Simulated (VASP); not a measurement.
# Te (P3_121) in VASP: notebook, part 2 of 2

VASP 6.6.1. Earlier steps stand in the parts before.

### 5 Relaxation of cell and atoms, PBE

File INCAR:

```
PREC = Accurate
ENCUT = 600
EDIFF = 1E-6
ISMEAR = -1
SIGMA = 0.05
LREAL = False
LASPH = True
NELM = 100
ALGO = Normal
ISIF = 3
LWAVE = False
LCHARG = False
GGA = PE
IBRION = 2
NSW = 60
EDIFFG = -0.01
```

File KPOINTS:

```
regular mesh
0
Gamma
  7 7 5
```

File POSCAR:

```
Te
1.0
    4.4540000000      0.0000000000      0.0000000000
   -2.2270000000      3.8572771485      0.0000000000
    0.0000000000      0.0000000000      5.9240000000
Te
3
Direct
    0.7310000000      0.7310000000      0.0000000000
    0.0000000000      0.2690000000      0.6666666667
    0.2690000000      0.0000000000      0.3333333333
```

Potentials or basis: VASP PAW PBE potentials, release 64 (Te).

On the command line:

```sh
$ cat potpaw_PBE.64/Te/POTCAR > POTCAR
$ mpirun -np 1 vasp_std > vasp.out
```

OUTCAR:

```text
PREC = Accurate
   ENCUT = 600
   EDIFF = 1E-6
   ISMEAR = -1
   LREAL = False
   LASPH = True
   NELM = 100
   ISIF = 3
   GGA = PE
   IBRION = 2
   NSW = 60
   EDIFFG = -0.01

 ion  position               nearest neighbor table
   1  0.731  0.731  0.000-   3 2.86   2 2.86   3 3.47   2 3.47   2 3.47   3 3.47
   2  0.000  0.269  0.667-   1 2.86   3 2.86   1 3.47   1 3.47   3 3.47   3 3.47
   3  0.269  0.000  0.333-   1 2.86   2 2.86   1 3.47   1 3.47   2 3.47   2 3.47

  LATTYP: Found a hexagonal cell.
 ALAT       =     4.4540000000
 C/A-ratio  =     1.3300404131

  Lattice vectors:

 A1 = (   4.4540000000,   0.0000000000,   0.0000000000)
 A2 = (  -2.2270000000,   3.8572771485,   0.0000000000)
 A3 = (   0.0000000000,   0.0000000000,   5.9240000000)

Analysis of symmetry for initial positions (statically):
=====================================================================
 Subroutine PRICEL returns:
 Original cell was already a primitive cell.

 Routine SETGRP: Setting up the symmetry group for a
 hexagonal supercell.

 Subroutine GETGRP returns: Found  6 space group operations
 (whereof  2 operations were pure point group operations)
 out of a pool of 24 trial point group operations.

The static configuration has the point symmetry C_2 .
 The point group associated with its full space group is D_3 .

Analysis of symmetry for dynamics (positions and initial velocities):
=====================================================================
 Subroutine PRICEL returns:
 Original cell was already a primitive cell.

 Routine SETGRP: Setting up the symmetry group for a
 hexagonal supercell.

 Subroutine GETGRP returns: Found  6 space group operations
 (whereof  2 operations were pure point group operations)
 out of a pool of 24 trial point group operations.
[... 133 lines left out ...]
   LEPSILON=     F    determine dielectric tensor
   LRPA    =     F    only Hartree local field effects (RPA)
 conjugate gradient relaxation of ions
 non-spin polarized calculation
  energy-cutoff  :      600.00
  volume of cell :      101.78
 maximum number of plane-waves:      3412
   NGX = 17   NGY = 17   NGZ = 23

--------------------------------------- Ionic step        1  -------------------------------------------

 number of electron      17.9999999 magnetization

 Free energy of the ion-electron system (eV)
  ---------------------------------------------------
  ext. energy  EPLUGINS =         0.00000000
  ---------------------------------------------------
  free energy    TOTEN  =        -9.41712616 eV

  energy without entropy =       -9.41703518  energy(sigma->0) =       -9.41708067

------------------------ aborting loop because EDIFF is reached ----------------------------------------

  FORCE on cell =-STRESS in cart. coord.  units (eV):
  Direction    XX          YY          ZZ          XY          YZ          ZX
  --------------------------------------------------------------------------------------
  -------------------------------------------------------------------------------------
  Total        0.8336482      0.8336482      1.1017159     -0.0000000     -0.0000000      0.0000000
  in kB       13.1234276     13.1234276     17.3433936     -0.0000000     -0.0000000      0.0000000
  external PRESSURE =      14.5300829 kB  Pullay stress =       0.0000000 kB
[... 246 lines left out ...]
--------------------------------------- Ionic step        8  -------------------------------------------

 number of electron      17.9999999 magnetization

 Free energy of the ion-electron system (eV)
  ---------------------------------------------------
  ext. energy  EPLUGINS =         0.00000000
  ---------------------------------------------------
  free energy    TOTEN  =        -9.43112781 eV

  energy without entropy =       -9.43102369  energy(sigma->0) =       -9.43107575

 E-fermi :   5.7154     XC(G=0):  -8.9216

 val. band max:        5.3765622799   @ k =   0.2857   0.2857   0.4000
 cond. band min:       5.9815639008   @ k =   0.0000   0.0000   0.4000
 fundamental gap:      0.6050016209
 Fermi energy:         5.7153997574

 k-point     1 :       0.0000    0.0000    0.0000
  band No.  band energies     occupation
      1      -7.8436      2.00000
      2      -4.6810      2.00000
      3      -4.6810      2.00000
      4       2.5535      2.00000
      5       2.8163      2.00000
      6       2.8163      2.00000
      7       3.9112      2.00000
      8       3.9112      2.00000
      9       4.7184      2.00000
     10       6.5185      0.00000
     11       6.5185      0.00000
     12       7.0719      0.00000
     13      10.5741      0.00000
[... 354 lines left out ...]
  band No.  band energies     occupation
      1      -6.8864      2.00000
      2      -6.2393      2.00000
      3      -3.7581      2.00000
      4       1.1705      2.00000
      5       2.1630      2.00000
      6       2.3611      2.00000
      7       3.4127      2.00000
      8       3.4615      2.00000
      9       4.0171      2.00000
     10       7.0655      0.00000
     11       7.5632      0.00000
     12       8.0337      0.00000
     13      10.3963      0.00000

 [... further k-points ...]
[... 5 lines left out ...]
  --------------------------------------------------------------------------------------
  -------------------------------------------------------------------------------------
  Total       -0.0162760     -0.0162760     -0.0272085      0.0000000      0.0000000      0.0000000
  in kB       -0.2476229     -0.2476229     -0.4139502      0.0000000      0.0000000      0.0000000
  external PRESSURE =      -0.3030654 kB  Pullay stress =       0.0000000 kB
[... 18 lines left out ...]
  FREE ENERGIE OF THE ION-ELECTRON SYSTEM (eV)
  ---------------------------------------------------
  free  energy   TOTEN  =        -9.4311278091 eV

  energy  without entropy=       -9.4310236926  energy(sigma->0) =       -9.43107575

 reached required accuracy - stopping structural energy minimisation
```

OSZICAR:

```text
N       E                     dE             d eps       ncg     rms          rms(c)
DAV:   1     0.867194394284E+02    0.86719E+02   -0.72543E+03   832   0.125E+03
DAV:   2    -0.310918635501E+01   -0.89829E+02   -0.86521E+02  1103   0.162E+02
DAV:   3    -0.931245772699E+01   -0.62033E+01   -0.61443E+01  1012   0.482E+01
[... 58 lines left out ...]
DAV:   1    -0.943139932321E+01   -0.31971E-03   -0.24366E-02   832   0.864E-01    0.871E-02
DAV:   2    -0.943125474603E+01    0.14458E-03   -0.98572E-04   887   0.200E-01    0.562E-02
DAV:   3    -0.943114345343E+01    0.11129E-03   -0.15415E-04   907   0.656E-02    0.294E-02
DAV:   4    -0.943112752031E+01    0.15933E-04   -0.31295E-05   900   0.280E-02    0.484E-02
DAV:   5    -0.943112780906E+01   -0.28876E-06   -0.81388E-07   466   0.739E-03
   8 F= -.94311278E+01 E0= -.94310758E+01  d E =-.935053E-04
```

Run time: 2.2 min. Hardware: 1 thread of AMD EPYC 7R13 (Zen 3), shared host; peak memory 0.23 GiB.

Results:

| Item | Value |
| --- | --- |
| Free energy | -9.4311 eV |
| Relaxed volume | 35.10 Å³/atom |
| Relaxed cell | a = 4.519 Å, b = 4.519 Å, c = 5.955 Å, α = 90.00°, β = 90.00°, γ = 120.00° |
| Space group after relaxing (to 0.05 Å) | P3_121 (No. 152) |
| Energy gained by relaxing | 4.7 meV/atom |
| Ionic steps | 8 |
| Pressure after relaxing | 0.0 GPa |
| Largest force after relaxing | 0.008 eV/Å |
| Band gap on the k mesh | 0.60 eV, indirect (least direct gap 0.79 eV) |

Forces in eV/Å, atoms in the order of the input:
```
Te   0.004  0.007  0.000
Te   0.004 -0.007  0.000
Te  -0.008  0.000  0.000
```

The path:
```csv
step,energy change (eV),largest force (eV/Å),pressure (GPa),volume (Å³)
1,0.0000,0.1601,1.45,101.78
2,-0.0076,0.1054,-0.83,106.38
3,-0.0133,0.0056,0.02,104.51
4,-0.0135,0.0070,0.02,104.59
5,-0.0139,0.0113,0.02,104.83
6,-0.0139,0.0128,0.01,104.92
7,-0.0140,0.0116,0.00,105.02
8,-0.0140,0.0078,-0.03,105.31
```

Final structure:
```yaml
crystal:
  lattice:
    - [4.51891, 0.00000, 0.00000]
    - [-2.25946, 3.91349, 0.00000]
    - [0.00000, 0.00000, 5.95482]
  atoms:
    - { symbol: Te, position: [0.73115, 0.73115, 0.00000] }
    - { symbol: Te, position: [0.00000, 0.26885, 0.66667] }
    - { symbol: Te, position: [0.26885, 0.00000, 0.33333] }
```

Caveat: spin-orbit coupling is left out, which moves the levels of the heavy elements. Zero-point motion and thermal expansion aren't in these numbers.

### 6 Single point, PBE

File INCAR:

```
SYSTEM = Te
ALGO = Normal
EDIFF = 1E-6
ENCUT = 520
GGA = PE
ISIF = 2
ISMEAR = 0
LASPH = .TRUE.
LCHARG = .FALSE.
LREAL = .FALSE.
LWAVE = .FALSE.
NBANDS = 16
NELM = 60
PREC = Accurate
SIGMA = 0.012
```

File KPOINTS:

```
k-points
0
G
  7 7 5
  0 0 0
```

POSCAR is that of step 5.

Potentials or basis: VASP PAW PBE potentials, release 64 (Te).

On the command line:

```sh
$ cat potpaw_PBE.64/Te/POTCAR > POTCAR
$ mpirun -np 1 vasp_std > vasp.out
```

It took 32 s on 1 thread of Intel Xeon 6975P-C (Granite Rapids), shared host; peak memory 0.23 GiB.

It converged, with:

```
Free energy            : -9.4170 eV
Pressure               : 1.5 GPa
Largest force          : 0.160 eV/Å
Band gap on the k mesh : 0.63 eV, indirect (least direct gap 0.78 eV)
```

Forces on the atoms (eV/Å):
```
Te  -0.080 -0.139  0.000
Te  -0.080  0.139  0.000
Te   0.160  0.000  0.000
```

Stress tensor (GPa, compression positive):
```
1.31 0.00 0.00
0.00 1.31 0.00
0.00 0.00 1.74
```

Levels at points of the mesh, in eV from the valence-band top:
```tsv
k point	band 6	band 7	band 8	band 9	band 10	band 11	band 12	band 13
(0.00, 0.00, 0.00)	-2.59	-1.52	-1.52	-0.69	1.17	1.17	1.77	5.12
```

Caveat: spin-orbit coupling is left out, which moves the levels of the heavy elements.

### 7 Summary

```csv
task,level,cell,k mesh,cutoff (eV),smearing,grid for exact exchange (PRECFOCK),share of exact exchange,screening parameter,gap on the mesh (eV),pressure (GPa),largest force (eV/Å)
single point,PBE-based screened hybrid,"a = 4.454, b = 4.454, c = 5.924 Å, angles 90.0, 90.0, 120.0°, 3 atoms",4 × 4 × 3,520,fermi-dirac 0.05 eV,Normal,0.25,0.2 1/Å,1.28,-0.7,0.33
single point,PBE,"a = 4.454, b = 4.454, c = 5.924 Å, angles 90.0, 90.0, 120.0°, 3 atoms",7 × 7 × 5,520,gaussian 0.011 eV,-,-,-,0.63,1.5,0.16
single point,PBE,"a = 4.522, b = 4.522, c = 5.954 Å, angles 90.0, 90.0, 120.0°, 3 atoms",7 × 7 × 5,520,fermi-dirac 0.05 eV,-,-,-,0.62,0.0,0.01
relaxation of cell and atoms,PBE,"relaxed from a = 4.454, b = 4.454, c = 5.924 Å, angles 90.0, 90.0, 120.0°, 3 atoms",7 × 7 × 5,600,fermi-dirac 0.05 eV,-,-,-,0.60,0.0,0.01
single point,PBE,"a = 4.454, b = 4.454, c = 5.924 Å, angles 90.0, 90.0, 120.0°, 3 atoms",7 × 7 × 5,520,gaussian 0.012 eV,-,-,-,0.63,1.5,0.16
```

Alike in all rows: potentials or basis VASP PAW PBE potentials, release 64 (Te); no spin polarisation.

On the cell as given the gap runs from 0.63 eV (PBE) to 1.28 eV (PBE-based screened hybrid); the meshes differ, which moves gaps too. The pressure there spans -0.7 GPa (PBE-based screened hybrid) to 1.5 GPa (PBE); a positive pressure means that this level wants a larger cell, a negative one a smaller.

Caveats: spin-orbit coupling is left out, which moves the levels of the heavy elements; the PAW data sets were made with another functional, which shifts forces and pressure a little (some runs).

Absolute energies hang on the potentials; compare differences alone.
